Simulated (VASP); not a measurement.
Input of a VASP 6.6.1 run:

The input INCAR:

```
SYSTEM = Cr
  ALGO = Normal
  EDIFF = 1E-6
  ENCUT = 500
  GGA = PE
  GGA_COMPAT = .FALSE.
  ISIF = 2
  ISMEAR = -1
  ISPIN = 2
  LASPH = .TRUE.
  LCHARG = .TRUE.
  LELF = .TRUE.
  LMAXMIX = 4
  LORBIT = 11
  LREAL = .FALSE.
  LVHAR = .TRUE.
  LWAVE = .FALSE.
  MAGMOM = 0
  NBANDS = 16
  NELM = 200
  PREC = Accurate
  SIGMA = 0.1
```

The input KPOINTS:

```
k-points
0
G
  8 8 8
  0 0 0
```

Contents of POSCAR:

```
Cr
1.0
   -1.3925000000      1.3925000000      1.3925000000
    1.3925000000     -1.3925000000      1.3925000000
    1.3925000000      1.3925000000     -1.3925000000
Cr
1
Direct
    0.0000000000      0.0000000000      0.0000000000
```

Potentials or basis: VASP PAW PBE potentials, release 64 (Cr_pv).

Launch:

```console
$ cat potpaw_PBE.64/Cr_pv/POTCAR > POTCAR
$ mpirun -np 1 vasp_std > vasp.out
```

(1) Estimate the pressure.

(2) Estimate the net moment.

## Answers

(1) 20.1 GPa.

(2) 0.00 μB per cell.

Caveat: the k points lie up to 0.40 Å⁻¹ apart.
